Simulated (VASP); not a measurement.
# Cu5Mo (P4/nmm) in VASP: single point with PBE

Aim: the single point of Cu5Mo with PBE.

Program: VASP 6.6.1. These are calculated values, not measurements. Logs are shortened: lines on timing, memory, paths and dates and some standing lists are left out, and cuts for length are marked.

## 1. The cell of the first run

The structure is tetragonal, space group P4/nmm (No. 129). Conventional cell: a = 2.607 Å, b = 2.607 Å, c = 22.317 Å, α = 90.00°, β = 90.00°, γ = 90.00°. Cu (site symmetry 4mm) has 12 Cu at 2.55 to 2.61 Å within 3.4 Å. Cu (site symmetry 4mm) has 12 Cu at 2.55 to 2.61 Å within 3.4 Å. Cu (site symmetry 4mm) has 12 Cu at 2.56 to 2.61 Å within 3.4 Å. Cu (site symmetry 4mm) has 8 Cu at 2.57 to 2.61 Å and 4 Mo at 2.73 Å within 3.4 Å. Cu (site symmetry 4mm) has 12 Cu at 2.55 to 2.61 Å within 3.4 Å. Mo (site symmetry 4mm) has 8 Mo at 2.61 to 2.97 Å and 4 Cu at 2.73 Å within 3.4 Å.

## 2. Single point, PBE

The input, INCAR:

```
ALGO     = Fast           # electronic algorithm
EDIFF    = 1E-7           # SCF threshold, eV
ENCUT    = 520            # plane-wave cutoff, eV
GGA      = PE             # functional
ISIF     = 2              # what is computed and relaxed
ISMEAR   = 0              # smearing method
LASPH    = True           # aspherical terms in the spheres
LCHARG   = True           # write CHGCAR
LELF     = True           # ELF
LREAL    = False          # projectors in reciprocal space
LVHAR    = True         
LWAVE    = False          # write WAVECAR
NBANDS   = 81             # bands
NELM     = 100            # most SCF steps
PREC     = Accurate       # precision mode
SIGMA    = 0.2            # smearing width, eV
```

The input, KPOINTS:

```
k-points
0
Gamma
  8 8 1
```

The input, POSCAR:

```
Cu5Mo
1.0
    2.6070301736      0.0000000000      0.0000000000
    0.0000000000      2.6070301736      0.0000000000
    0.0000000000      0.0000000000     22.3171078784
Cu Mo
10 2
Direct
    0.5000000000      1.0000000000      0.6982829660
    0.0000000000      0.5000000000      0.6190452777
    0.5000000000      1.0000000000      0.5396728259
    0.5000000000      1.0000000000      0.8575581253
    0.0000000000      0.5000000000      0.7775516178
    0.0000000000      0.5000000000      0.1424418747
    0.5000000000      0.0000000000      0.2224483822
    0.0000000000      0.5000000000      0.3017170340
    0.5000000000      0.0000000000      0.3809547223
    0.0000000000      0.5000000000      0.4603271741
    1.0000000000      0.5000000000      0.9478220479
    0.5000000000      1.0000000000      0.0521779521
```

Potentials or basis: VASP PAW PBE potentials, release 64 (Cu, Mo_sv).

Command:

```
$ cat potpaw_PBE.64/Cu/POTCAR potpaw_PBE.64/Mo_sv/POTCAR > POTCAR
$ mpirun -np 1 vasp_std > vasp.out
```

OUTCAR:

```text
EDIFF = 1E-7
   ENCUT = 520
   GGA = PE
   ISIF = 2
   ISMEAR = 0
   LASPH = True
   LREAL = False
   NELM = 100
   PREC = Accurate

 ion  position               nearest neighbor table
   1  0.500  0.000  0.698-   2 2.55   2 2.55   2 2.55   2 2.55   5 2.55   5 2.55   5 2.55   5 2.55

   2  0.000  0.500  0.619-   1 2.55   1 2.55   1 2.55   1 2.55   3 2.56   3 2.56   3 2.56   3 2.56

   3  0.500  0.000  0.540-  10 2.56  10 2.56  10 2.56  10 2.56   2 2.56   2 2.56   2 2.56   2 2.56

   4  0.500  0.000  0.858-   5 2.57   5 2.57   5 2.57   5 2.57  11 2.73  11 2.73  11 2.73  11 2.73

   5  0.000  0.500  0.778-   1 2.55   1 2.55   1 2.55   1 2.55   4 2.57   4 2.57   4 2.57   4 2.57

   6  0.000  0.500  0.142-   7 2.57   7 2.57   7 2.57   7 2.57  12 2.73  12 2.73  12 2.73  12 2.73

   7  0.500  0.000  0.222-   8 2.55   8 2.55   8 2.55   8 2.55   6 2.57   6 2.57   6 2.57   6 2.57

   8  0.000  0.500  0.302-   9 2.55   9 2.55   9 2.55   9 2.55   7 2.55   7 2.55   7 2.55   7 2.55

   9  0.500  0.000  0.381-   8 2.55   8 2.55   8 2.55   8 2.55  10 2.56  10 2.56  10 2.56  10 2.56

  10  0.000  0.500  0.460-   3 2.56   3 2.56   3 2.56   3 2.56   9 2.56   9 2.56   9 2.56   9 2.56

  11  0.000  0.500  0.948-   4 2.73   4 2.73   4 2.73   4 2.73  12 2.97  12 2.97  12 2.97  12 2.97

  12  0.500  0.000  0.052-   6 2.73   6 2.73   6 2.73   6 2.73  11 2.97  11 2.97  11 2.97  11 2.97

  LATTYP: Found a simple tetragonal cell.
 ALAT       =     2.6070301736
 C/A-ratio  =     8.5603565714

  Lattice vectors:

 A1 = (   2.6070301736,   0.0000000000,   0.0000000000)
 A2 = (   0.0000000000,   2.6070301736,   0.0000000000)
 A3 = (   0.0000000000,   0.0000000000,  22.3171078784)

Analysis of symmetry for initial positions (statically):
=====================================================================
 Subroutine PRICEL returns:
 Original cell was already a primitive cell.

 Routine SETGRP: Setting up the symmetry group for a
 simple tetragonal supercell.

 Subroutine GETGRP returns: Found 16 space group operations
 (whereof  8 operations were pure point group operations)
 out of a pool of 16 trial point group operations.

The static configuration has the point symmetry D_2d.
 The point group associated with its full space group is D_4h.

Analysis of symmetry for dynamics (positions and initial velocities):
=====================================================================
 Subroutine PRICEL returns:
 Original cell was already a primitive cell.

 Routine SETGRP: Setting up the symmetry group for a
 simple tetragonal supercell.

 Subroutine GETGRP returns: Found 16 space group operations
 (whereof  8 operations were pure point group operations)
 out of a pool of 16 trial point group operations.

The dynamic configuration has the point symmetry D_2d.
 The point group associated with its full space group is D_4h.

 Subroutine INISYM returns: Found 16 space group operations
 (whereof  8 operations are pure point group operations),
 and found     1 'primitive' translations

----------------------------------------------------------------------------------------

                                     Primitive cell

  volume of cell :     151.6806

  direct lattice vectors                    reciprocal lattice vectors
     2.607030174  0.000000000  0.000000000     0.383578223  0.000000000  0.000000000
     0.000000000  2.607030174  0.000000000     0.000000000  0.383578223  0.000000000
     0.000000000  0.000000000 22.317107878     0.000000000  0.000000000  0.044808673

  length of vectors
     2.607030174  2.607030174 22.317107878     0.383578223  0.383578223  0.044808673

  position of ions in fractional coordinates (direct lattice)
     0.500000000  0.000000000  0.698282966
     0.000000000  0.500000000  0.619045278
     0.500000000  0.000000000  0.539672826
     0.500000000  0.000000000  0.857558125
     0.000000000  0.500000000  0.777551618
     0.000000000  0.500000000  0.142441875
     0.500000000  0.000000000  0.222448382
     0.000000000  0.500000000  0.301717034
     0.500000000  0.000000000  0.380954722
     0.000000000  0.500000000  0.460327174
     0.000000000  0.500000000  0.947822048
     0.500000000  0.000000000  0.052177952

  ion indices of the primitive-cell ions
   primitive index   ion index
                 1           1
                 2           2
                 3           3
                 4           4
                 5           5
                 6           6
                 7           7
                 8           8
                 9           9
                10          10
                11          11
                12          12

----------------------------------------------------------------------------------------

 KPOINTS: k-points

Automatic generation of k-mesh.
 Grid dimensions read from file:
 generate k-points for:    8    8    1

 Generating k-lattice:

  Cartesian coordinates                     Fractional coordinates (reciprocal lattice)
     0.047947278  0.000000000  0.000000000     0.125000000  0.000000000  0.000000000
     0.000000000  0.047947278  0.000000000     0.000000000  0.125000000  0.000000000
     0.000000000  0.000000000  0.044808673     0.000000000  0.000000000  1.000000000

  Length of vectors
     0.047947278  0.047947278  0.044808673

  Shift w.r.t. Gamma in fractional coordinates (k-lattice)
     0.000000000  0.000000000  0.000000000

 Subroutine IBZKPT returns following result:
 ===========================================

 Found     15 irreducible k-points:

 Following reciprocal coordinates:
            Coordinates               Weight
  0.000000  0.000000  0.000000      1.000000
  0.125000  0.000000  0.000000      4.000000
  0.250000  0.000000  0.000000      4.000000
  0.375000  0.000000  0.000000      4.000000
  0.500000  0.000000  0.000000      2.000000
  0.125000  0.125000  0.000000      4.000000
  0.250000  0.125000  0.000000      8.000000
  0.375000  0.125000  0.000000      8.000000
  0.500000  0.125000  0.000000      4.000000
  0.250000  0.250000  0.000000      4.000000
  0.375000  0.250000  0.000000      8.000000
  0.500000  0.250000  0.000000      4.000000
  0.375000  0.375000  0.000000      4.000000
  0.500000  0.375000  0.000000      4.000000
  0.500000  0.500000  0.000000      1.000000
   k-points           NKPTS =     15   k-points in BZ     NKDIM =     15   number of bands    NBANDS=     81
   number of dos      NEDOS =    301   number of ions     NIONS =     12
   total plane-waves  NPLWV =  67200
   dimension x,y,z NGX =    20 NGY =   20 NGZ =  168
   dimension x,y,z NGXF=    40 NGYF=   40 NGZF=  336
   ions per type =              10   2
   NGX,Y,Z   is equivalent  to a cutoff of  12.75, 12.75, 12.51 a.u.
   NGXF,Y,Z  is equivalent  to a cutoff of  25.51, 25.51, 25.03 a.u.
 SYSTEM =  unknown system
   PREC   = accura    normal or accurate (medium, high low for compatibility)
   ISTART =      0    job   : 0-new  1-cont  2-samecut
   ICHARG =      2    charge: 1-file 2-atom 10-const
   ISPIN  =      1    spin polarized calculation?
   LNONCOLLINEAR =      F non collinear calculations
   LSORBIT =      F    spin-orbit coupling
   LASPH  =      T    aspherical Exc in radial PAW
   ENCUT  =  520.0 eV  38.22 Ry    6.18 a.u.   4.85  4.85 41.50*2*pi/ulx,y,z
   NELM   =    100;   NELMIN=  2; NELMDL= -5     # of ELM steps
   EDIFF  = 0.1E-06   stopping-criterion for ELM
   LREAL  =      F    real-space projection
   EDIFFG = 0.1E-05   stopping-criterion for IOM
   NSW    =      0    number of steps for IOM
   IBRION =     -1    ionic relax: 0-MD 1-quasi-New 2-CG
   NFREE  =      0    steps in history (QN), initial steepest desc. (CG)
   ISIF   =      2    stress and relaxation
   ISYM   =      2    0-nonsym 1-usesym 2-fastsym
   POTIM  = 0.5000    time-step for ionic-motion
   TEBEG  =    0.0;   TEEND  =   0.0 temperature during run
   PSTRESS=    0.0 pullay stress
   NELECT =     138.0000    total number of electrons
   NUPDOWN=      -1.0000    fix difference up-down
   EMIN   =  10.00;   EMAX   =-10.00  energy-range for DOS
   EFERMI =   0.00;   METHOD = LEGACY
   ISMEAR =     0;   SIGMA  =   0.20  broadening in eV -4-tet -1-fermi 0-gaus
   EFERMI_NEDOS =   21; number of points for ismear=-14 and -15
   IALGO  =     68    algorithm
   IMIX   =      4    mixing-type and parameters
     AMIX     =   0.40;   BMIX     =  1.00
     AMIX_MAG =   1.60;   BMIX_MAG =  1.00
  volume/ion in A,a.u.               =      12.64        85.30
  Fermi-wavevector in a.u.,A,eV,Ry     =   1.586321  2.997713 34.237913  2.516416
  Thomas-Fermi vector in A             =   2.685650
   LORBIT       =      0    0 simple, 1 ext, 2 COOP (PROOUT), +10 PAW based schemes
   GGA     = PE    functional components
   LHFCALC =     F    Hartree Fock is set to
   AEXX    =    0.0000 exact exchange contribution
   IVDW    =     0    specifies the selected vdW correction
   LEPSILON=     F    determine dielectric tensor
   LRPA    =     F    only Hartree local field effects (RPA)
 non-spin polarized calculation
 RMM-DIIS sequential band-by-band and
 Gauss-broadening in eV      SIGMA  =   0.20
  energy-cutoff  :      520.00
  volume of cell :      151.68
 maximum number of plane-waves:      4140
 NGX is ok and might be reduce to    20
   NGX =  9   NGY =  9   NGZ = 83

 number of electron     138.0000051 magnetization

 Free energy of the ion-electron system (eV)
  ---------------------------------------------------
  ext. energy  EPLUGINS =         0.00000000
  ---------------------------------------------------
  free energy    TOTEN  =       -58.27060793 eV

  energy without entropy =      -58.14316554  energy(sigma->0) =      -58.20688674

 E-fermi :   8.4406     XC(G=0): -12.7709

 val. band max:        8.3946682801   @ k =   0.5000   0.1250   0.0000
 cond. band min:       8.4772641620   @ k =   0.3750   0.3750   0.0000
 fundamental gap:      0.0825958819
 Fermi energy:         8.4405922003

 k-point     1 :       0.0000    0.0000    0.0000
  band No.  band energies     occupation
      1     -52.8013      2.00000
      2     -52.7177      2.00000
      3     -27.1171      2.00000
      4     -26.6144      2.00000
      5     -26.1187      2.00000
      6     -26.1187      2.00000
[... 73 lines left out ...]
     80      12.3564      0.00000
     81      16.5340      0.00000

 k-point     2 :       0.1250    0.0000    0.0000
  band No.  band energies     occupation
      1     -52.7710      2.00000
      2     -52.6935      2.00000
      3     -27.0781      2.00000
      4     -26.6225      2.00000
      5     -26.3200      2.00000
      6     -26.2391      2.00000
[... 73 lines left out ...]
     80      12.2699      0.00000
     81      16.6715      0.00000
[... 1006 lines left out ...]
     80      13.8804      0.00000
     81      14.6668      0.00000

 k-point    15 :       0.5000    0.5000    0.0000
  band No.  band energies     occupation
      1     -52.3874      2.00000
      2     -52.3874      2.00000
      3     -27.3715      2.00000
      4     -27.3715      2.00000
      5     -27.1910      2.00000
      6     -27.1910      2.00000
[... 73 lines left out ...]
     80      15.3182      0.00000
     81      15.4776      0.00000

------------------------ aborting loop because EDIFF is reached ----------------------------------------

  FORCE on cell =-STRESS in cart. coord.  units (eV):
  Direction    XX          YY          ZZ          XY          YZ          ZX
  --------------------------------------------------------------------------------------
  -------------------------------------------------------------------------------------
  Total        1.2941028      1.2941028     -0.1614937      0.0000000      0.0000000      0.0000000
  in kB       13.6693964     13.6693964     -1.7058312      0.0000000      0.0000000      0.0000000
  external PRESSURE =       8.5443205 kB  Pullay stress =       0.0000000 kB

 VOLUME and BASIS-vectors are now :
 -----------------------------------------------------------------------------
  energy-cutoff  :      520.00
  volume of cell :      151.68
      direct lattice vectors                 reciprocal lattice vectors
     2.607030174  0.000000000  0.000000000     0.383578223  0.000000000  0.000000000
     0.000000000  2.607030174  0.000000000     0.000000000  0.383578223  0.000000000
     0.000000000  0.000000000 22.317107878     0.000000000  0.000000000  0.044808673

 POSITION                                       TOTAL-FORCE (eV/Angst)
 -----------------------------------------------------------------------------------
      1.30352      0.00000     15.58366         0.000000     -0.000000      0.024328
      0.00000      1.30352     13.81530         0.000000      0.000000     -0.004063
      1.30352      0.00000     12.04394        -0.000000      0.000000      0.006897
      1.30352      0.00000     19.13822         0.000000      0.000000     -0.003086
      0.00000      1.30352     17.35270         0.000000      0.000000     -0.005806
      0.00000      1.30352      3.17889         0.000000     -0.000000      0.003086
      1.30352      0.00000      4.96440        -0.000000      0.000000      0.005806
      0.00000      1.30352      6.73345        -0.000000      0.000000     -0.024328
      1.30352      0.00000      8.50181        -0.000000      0.000000      0.004063
      0.00000      1.30352     10.27317         0.000000     -0.000000     -0.006897
      0.00000      1.30352     21.15265         0.000000      0.000000     -0.155178
      1.30352      0.00000      1.16446         0.000000     -0.000000      0.155178
 -----------------------------------------------------------------------------------
    total drift:                               -0.000000     -0.000000      0.000000

  FREE ENERGIE OF THE ION-ELECTRON SYSTEM (eV)
  ---------------------------------------------------
  free  energy   TOTEN  =       -58.2706079287 eV

  energy  without entropy=      -58.1431655445  energy(sigma->0) =      -58.20688674
```

It took 3.4 min on 1 thread of Intel Xeon 6975P-C (Granite Rapids), shared host; peak memory 0.32 GiB.

Results:

```
Free energy            : -58.2706 eV
Pressure               : 0.9 GPa
Largest force          : 0.155 eV/Å
Band gap on the k mesh : zero (band 69 reaches 10.84 eV, above the bottom of band 70 at 6.93 eV)
```

Forces in eV/Å, atoms in the order of the input:
```
Cu   0.000  0.000  0.024
Cu   0.000  0.000 -0.004
Cu   0.000  0.000  0.007
Cu   0.000  0.000 -0.003
Cu   0.000  0.000 -0.006
Cu   0.000  0.000  0.003
Cu   0.000  0.000  0.006
Cu   0.000  0.000 -0.024
Cu   0.000  0.000  0.004
Cu   0.000  0.000 -0.007
Mo   0.000  0.000 -0.155
Mo   0.000  0.000  0.155
```

Stress tensor (GPa, compression positive):
```
 1.37  0.00  0.00
 0.00  1.37  0.00
 0.00  0.00 -0.17
```
